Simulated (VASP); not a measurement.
# LuSc2N3 (R-3m) in VASP: single point with PBE

Aim: the single point of LuSc2N3 with PBE.

All numbers are computed with VASP 6.6.1; they aren't measurements. Logs are shortened: lines on timing, memory, paths and dates and some standing lists are left out, and cuts for length are marked.

## Step 1: The cell of the first run

Symmetry: R-3m, No. 166, trigonal system. The conventional cell has a = 5.904 Å, b = 5.904 Å, c = 9.405 Å, α = 90.00°, β = 90.00°, γ = 120.00°. Within 3.1 Å of Lu (site symmetry -3m) lie 6 N at 2.32 Å and 2 Sc at 2.76 Å. Sc (site symmetry 3m) has 3 N at 2.08 Å and 1 Lu at 2.76 Å within 2.8 Å. Within 2.8 Å of N (site symmetry 2/m) lie 2 Sc at 2.08 Å and 2 Lu at 2.32 Å.

The cell was generated, and may not be a known phase.

## Step 2: Single point, PBE

INCAR reads:

```
SYSTEM = LuSc2N3
PREC = Accurate ; ENCUT = 520
EDIFF = 1E-7 ; ISMEAR = 0
SIGMA = 0.1 ; LREAL = .False.
LASPH = .True. ; NELM = 100
ALGO = Normal ; ISIF = 2
LWAVE = .False. ; LCHARG = .False.
GGA = PE ; NBANDS = 40
```

KPOINTS reads:

```
Automatic mesh
0
Gamma
  12 12 12
  0 0 0
```

POSCAR reads:

```
LuSc2N3
1.0
    2.9521561347      1.7044281390      3.1350405161
   -2.9521561347      1.7044281390      3.1350405161
    0.0000000000     -3.4088562781      3.1350405161
Lu Sc N
1 2 3
Direct
    0.5000000000      0.5000000000      0.5000000000
    0.2060297819      0.2060297819      0.2060297819
    0.7939702181      0.7939702181      0.7939702181
    0.0000000000      0.5000000000      0.5000000000
    0.5000000000      0.5000000000      0.0000000000
    0.5000000000      0.0000000000      0.5000000000
```

Potentials or basis: VASP PAW PBE potentials, release 64 (Lu, Sc_sv, N).

Launch:

```
cat potpaw_PBE.64/Lu/POTCAR potpaw_PBE.64/Sc_sv/POTCAR potpaw_PBE.64/N/POTCAR > POTCAR
mpirun -np 1 vasp_std > vasp.out
```

OUTCAR:

```text
SYSTEM = LuSc2N3
   PREC = Accurate
   ENCUT = 520
   EDIFF = 1E-7
   ISMEAR = 0
   LREAL = .False.
   LASPH = .True.
   NELM = 100
   ISIF = 2
   GGA = PE

 ion  position               nearest neighbor table
   1  0.500  0.500  0.500-   4 2.32   6 2.32   6 2.32   4 2.32   5 2.32   5 2.32   2 2.76   3 2.76
                             3 3.43   2 3.43   3 3.43   2 3.43   3 3.43   2 3.43
   2  0.206  0.206  0.206-   5 2.08   4 2.08   6 2.08   1 2.76   1 3.43   1 3.43   1 3.43
   3  0.794  0.794  0.794-   5 2.08   4 2.08   6 2.08   1 2.76   1 3.43   1 3.43   1 3.43
   4  0.000  0.500  0.500-   2 2.08   3 2.08   1 2.32   1 2.32
   5  0.500  0.500  0.000-   2 2.08   3 2.08   1 2.32   1 2.32
   6  0.500  0.000  0.500-   2 2.08   3 2.08   1 2.32   1 2.32

  LATTYP: Found a trigonal (rhomboedric) cell.
 ALAT       =     4.6312827772
 COS(alpha) =     0.1873453150

  Lattice vectors:

 A1 = (   2.9521561347,   1.7044281390,   3.1350405161)
 A2 = (  -2.9521561347,   1.7044281390,   3.1350405161)
 A3 = (   0.0000000000,  -3.4088562781,   3.1350405161)

Analysis of symmetry for initial positions (statically):
=====================================================================
 Subroutine PRICEL returns:
 Original cell was already a primitive cell.

 Routine SETGRP: Setting up the symmetry group for a
 trigonal (rhombohedral) supercell.

 Subroutine GETGRP returns: Found 12 space group operations
 (whereof 12 operations were pure point group operations)
 out of a pool of 12 trial point group operations.

The static configuration has the point symmetry D_3d.

Analysis of symmetry for dynamics (positions and initial velocities):
=====================================================================
 Subroutine PRICEL returns:
 Original cell was already a primitive cell.

 Routine SETGRP: Setting up the symmetry group for a
 trigonal (rhombohedral) supercell.

 Subroutine GETGRP returns: Found 12 space group operations
 (whereof 12 operations were pure point group operations)
 out of a pool of 12 trial point group operations.

The dynamic configuration has the point symmetry D_3d.

 Subroutine INISYM returns: Found 12 space group operations
 (whereof 12 operations are pure point group operations),
 and found     1 'primitive' translations

----------------------------------------------------------------------------------------

                                     Primitive cell

  volume of cell :      94.6482

  direct lattice vectors                    reciprocal lattice vectors
     2.952156135  1.704428139  3.135040516     0.169367736  0.097784508  0.106325048
    -2.952156135  1.704428139  3.135040516    -0.169367736  0.097784508  0.106325048
     0.000000000 -3.408856278  3.135040516     0.000000000 -0.195569016  0.106325048

  length of vectors
     4.631282777  4.631282777  4.631282777     0.222603360  0.222603360  0.222603360

  position of ions in fractional coordinates (direct lattice)
     0.500000000  0.500000000  0.500000000
     0.206029782  0.206029782  0.206029782
     0.793970218  0.793970218  0.793970218
     0.000000000  0.500000000  0.500000000
     0.500000000  0.500000000  1.000000000
     0.500000000  0.000000000  0.500000000

  ion indices of the primitive-cell ions
   primitive index   ion index
                 1           1
                 2           2
                 3           3
                 4           4
                 5           5
                 6           6

----------------------------------------------------------------------------------------

 KPOINTS: Automatic mesh

Automatic generation of k-mesh.
 Grid dimensions read from file:
 generate k-points for:   12   12   12

 Generating k-lattice:

  Cartesian coordinates                     Fractional coordinates (reciprocal lattice)
     0.014113978  0.008148709  0.008860421     0.083333333  0.000000000  0.000000000
    -0.014113978  0.008148709  0.008860421     0.000000000  0.083333333  0.000000000
     0.000000000 -0.016297418  0.008860421     0.000000000  0.000000000  0.083333333

  Length of vectors
     0.018550280  0.018550280  0.018550280

  Shift w.r.t. Gamma in fractional coordinates (k-lattice)
     0.000000000  0.000000000  0.000000000

 Subroutine IBZKPT returns following result:
 ===========================================

 Found    189 irreducible k-points:

 Following reciprocal coordinates:
            Coordinates               Weight
  0.000000  0.000000  0.000000      1.000000
  0.083333 -0.000000  0.000000      6.000000
  0.166667  0.000000  0.000000      6.000000
  0.250000  0.000000  0.000000      6.000000
  0.333333  0.000000  0.000000      6.000000
  0.416667  0.000000  0.000000      6.000000
[... 16 lines left out ...]
  0.500000  0.166667  0.000000     12.000000
 -0.416667  0.166667  0.000000     12.000000
 [... further k-points ...]
   k-points           NKPTS =    189   k-points in BZ     NKDIM =    189   number of bands    NBANDS=     40
   number of dos      NEDOS =    301   number of ions     NIONS =      6
   total plane-waves  NPLWV =  46656
   dimension x,y,z NGX =    36 NGY =   36 NGZ =   36
   dimension x,y,z NGXF=    72 NGYF=   72 NGZF=   72
   ions per type =               1   2   3
   NGX,Y,Z   is equivalent  to a cutoff of  12.92, 12.92, 12.92 a.u.
   NGXF,Y,Z  is equivalent  to a cutoff of  25.85, 25.85, 25.85 a.u.
 SYSTEM =  LuSc2N3
   PREC   = accura    normal or accurate (medium, high low for compatibility)
   ISTART =      0    job   : 0-new  1-cont  2-samecut
   ICHARG =      2    charge: 1-file 2-atom 10-const
   ISPIN  =      1    spin polarized calculation?
   LNONCOLLINEAR =      F non collinear calculations
   LSORBIT =      F    spin-orbit coupling
   LASPH  =      T    aspherical Exc in radial PAW
   ENCUT  =  520.0 eV  38.22 Ry    6.18 a.u.   8.61  8.61  8.61*2*pi/ulx,y,z
   NELM   =    100;   NELMIN=  2; NELMDL= -5     # of ELM steps
   EDIFF  = 0.1E-06   stopping-criterion for ELM
   LREAL  =      F    real-space projection
   EDIFFG = 0.1E-05   stopping-criterion for IOM
   NSW    =      0    number of steps for IOM
   IBRION =     -1    ionic relax: 0-MD 1-quasi-New 2-CG
   NFREE  =      0    steps in history (QN), initial steepest desc. (CG)
   ISIF   =      2    stress and relaxation
   ISYM   =      2    0-nonsym 1-usesym 2-fastsym
   POTIM  = 0.5000    time-step for ionic-motion
   TEBEG  =    0.0;   TEEND  =   0.0 temperature during run
   PSTRESS=    0.0 pullay stress
   NELECT =      62.0000    total number of electrons
   NUPDOWN=      -1.0000    fix difference up-down
   EMIN   =  10.00;   EMAX   =-10.00  energy-range for DOS
   EFERMI =   0.00;   METHOD = LEGACY
   ISMEAR =     0;   SIGMA  =   0.10  broadening in eV -4-tet -1-fermi 0-gaus
   EFERMI_NEDOS =   21; number of points for ismear=-14 and -15
   IALGO  =     38    algorithm
   IMIX   =      4    mixing-type and parameters
     AMIX     =   0.40;   BMIX     =  1.00
     AMIX_MAG =   1.60;   BMIX_MAG =  1.00
  volume/ion in A,a.u.               =      15.77       106.45
  Fermi-wavevector in a.u.,A,eV,Ry     =   1.421787  2.686788 27.503888  2.021479
  Thomas-Fermi vector in A             =   2.542560
   LORBIT       =      0    0 simple, 1 ext, 2 COOP (PROOUT), +10 PAW based schemes
   GGA     = PE    functional components
   LHFCALC =     F    Hartree Fock is set to
   AEXX    =    0.0000 exact exchange contribution
   IVDW    =     0    specifies the selected vdW correction
   LEPSILON=     F    determine dielectric tensor
   LRPA    =     F    only Hartree local field effects (RPA)
 non-spin polarized calculation
 Gauss-broadening in eV      SIGMA  =   0.10
  energy-cutoff  :      520.00
  volume of cell :       94.65
 maximum number of plane-waves:      2569
   NGX = 17   NGY = 17   NGZ = 17

 number of electron      62.0000000 magnetization

 Free energy of the ion-electron system (eV)
  ---------------------------------------------------
  ext. energy  EPLUGINS =         0.00000000
  ---------------------------------------------------
  free energy    TOTEN  =       -47.96856147 eV

  energy without entropy =      -47.96448609  energy(sigma->0) =      -47.96652378

 E-fermi :   3.6232     XC(G=0): -10.4391

 val. band max:        3.6173989441   @ k =  -0.4167   0.4167   0.4167
 cond. band min:       3.6251809485   @ k =   0.2500   0.2500   0.2500
 fundamental gap:      0.0077820043
 Fermi energy:         3.6232112778

 k-point     1 :       0.0000    0.0000    0.0000
  band No.  band energies     occupation
      1     -51.1730      2.00000
      2     -45.7081      2.00000
      3     -45.6933      2.00000
      4     -24.5976      2.00000
      5     -24.5615      2.00000
      6     -24.4073      2.00000
[... 32 lines left out ...]
     39       7.7366      0.00000
     40       7.7366      0.00000

 k-point     2 :       0.0833   -0.0000    0.0000
  band No.  band energies     occupation
      1     -51.1730      2.00000
      2     -45.7078      2.00000
      3     -45.6936      2.00000
      4     -24.6003      2.00000
      5     -24.5597      2.00000
      6     -24.4066      2.00000
[... 32 lines left out ...]
     39       7.6528      0.00000
     40       7.7223      0.00000

 k-point     3 :       0.1667    0.0000    0.0000
  band No.  band energies     occupation
      1     -51.1729      2.00000
      2     -45.7072      2.00000
      3     -45.6942      2.00000
      4     -24.6068      2.00000
      5     -24.5557      2.00000
      6     -24.4043      2.00000
[... 32 lines left out ...]
     39       7.4565      0.00000
     40       7.6823      0.00000

 k-point     4 :       0.2500    0.0000    0.0000
  band No.  band energies     occupation
      1     -51.1728      2.00000
      2     -45.7063      2.00000
      3     -45.6951      2.00000
      4     -24.6141      2.00000
      5     -24.5516      2.00000
      6     -24.3997      2.00000
[... 32 lines left out ...]
     39       7.3147      0.00000
     40       7.6244      0.00000
[... 772 lines left out ...]
     39       7.2768      0.00000
     40       7.5424      0.00000

 k-point    23 :       0.5000    0.1667    0.0000
  band No.  band energies     occupation
      1     -51.1726      2.00000
      2     -45.7034      2.00000
      3     -45.6980      2.00000
      4     -24.6284      2.00000
      5     -24.5497      2.00000
      6     -24.4021      2.00000
[... 32 lines left out ...]
     39       7.3171      0.00000
     40       7.4404      0.00000

 k-point    24 :      -0.4167    0.1667    0.0000
  band No.  band energies     occupation
      1     -51.1726      2.00000
      2     -45.7028      2.00000
      3     -45.6986      2.00000
      4     -24.6245      2.00000
      5     -24.5529      2.00000
      6     -24.3961      2.00000
[... 32 lines left out ...]
     39       7.3171      0.00000
     40       7.3902      0.00000

 [... further k-points ...]
[... 5 lines left out ...]
  --------------------------------------------------------------------------------------
  -------------------------------------------------------------------------------------
  Total        0.3346951      0.3346951      0.5645065      0.0000000     -0.0000000      0.0000000
  in kB        5.6656213      5.6656213      9.5558015      0.0000000     -0.0000000      0.0000000
  external PRESSURE =       6.9623480 kB  Pullay stress =       0.0000000 kB

 VOLUME and BASIS-vectors are now :
 -----------------------------------------------------------------------------
  energy-cutoff  :      520.00
  volume of cell :       94.65
      direct lattice vectors                 reciprocal lattice vectors
     2.952156135  1.704428139  3.135040516     0.169367736  0.097784508  0.106325048
    -2.952156135  1.704428139  3.135040516    -0.169367736  0.097784508  0.106325048
     0.000000000 -3.408856278  3.135040516     0.000000000 -0.195569016  0.106325048

 POSITION                                       TOTAL-FORCE (eV/Angst)
 -----------------------------------------------------------------------------------
      0.00000     -0.00000      4.70256         0.000000      0.000000      0.000000
      0.00000     -0.00000      1.93774         0.000000      0.000000     -0.113899
      0.00000     -0.00000      7.46739         0.000000     -0.000000      0.113899
     -1.47608     -0.85221      3.13504         0.000000      0.000000      0.000000
      0.00000      1.70443      3.13504        -0.000000      0.000000      0.000000
      1.47608     -0.85221      3.13504         0.000000      0.000000      0.000000
 -----------------------------------------------------------------------------------
    total drift:                               -0.000000     -0.000000      0.000000

  FREE ENERGIE OF THE ION-ELECTRON SYSTEM (eV)
  ---------------------------------------------------
  free  energy   TOTEN  =       -47.9685614746 eV

  energy  without entropy=      -47.9644860947  energy(sigma->0) =      -47.96652378
```

It took 29 min on 1 thread of AMD EPYC 9755, shared host; peak memory 0.68 GiB.

Results:

- Free energy: -47.9686 eV
- Pressure: 0.7 GPa
- Largest force: 0.114 eV/Å
- Band gap on the k mesh: zero (bands 31 and 32 overlap by 0.43 eV)

Forces in eV/Å, atoms in the order of the input:
```
Lu   0.000  0.000  0.000
Sc   0.000  0.000 -0.114
Sc   0.000  0.000  0.114
N    0.000  0.000  0.000
N    0.000  0.000  0.000
N    0.000  0.000  0.000
```

Stress tensor (GPa, compression positive):
```
0.57 0.00 0.00
0.00 0.57 0.00
0.00 0.00 0.96
```

Caveat: semilocal functionals underestimate gaps, and a narrow one can read as zero; spin-orbit coupling is left out, which moves the levels of the heavy elements.
